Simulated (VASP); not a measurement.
A run of VASP 6.6.1 is set up as follows.

Contents of INCAR:

```
PREC = Accurate
ENCUT = 520
EDIFF = 1E-6
ISMEAR = 0
SIGMA = 0.1
LREAL = False
LASPH = True
NELM = 60
ALGO = Normal
ISIF = 2
LWAVE = False
LCHARG = False
GGA = PE
NBANDS = 16
```

Contents of KPOINTS:

```
Automatic mesh
0
Gamma
  6 6 6
```

Contents of POSCAR:

```
Si2BN
1.0
    4.8982182885      0.0000000000      0.0000000000
   -2.4491091443      4.2419814711      0.0000000000
    0.0000000000      0.0000000000      2.6414424367
Si B N
2 1 1
Direct
    0.3333333333      0.6666666667      0.0000000000
    0.6666666667      0.3333333333      0.0000000000
    0.0000000000      0.0000000000      0.5000000000
    0.0000000000      0.0000000000      0.0000000000
```

Potentials or basis: VASP PAW PBE potentials, release 64 (Si, B, N).

Run with:

```bash
$ cat potpaw_PBE.64/Si/POTCAR potpaw_PBE.64/B/POTCAR potpaw_PBE.64/N/POTCAR > POTCAR
$ mpirun -np 1 vasp_std > vasp.out
```

(1) Estimate the pressure.

(2) Estimate the band gap on the k mesh.

## Answers

(1) -0.3 GPa.

(2) zero (bands 8 and 9 overlap by 3.07 eV).

Caveat: the k points lie up to 0.40 Å⁻¹ apart, too coarse for converged energies and pressures of a metal.
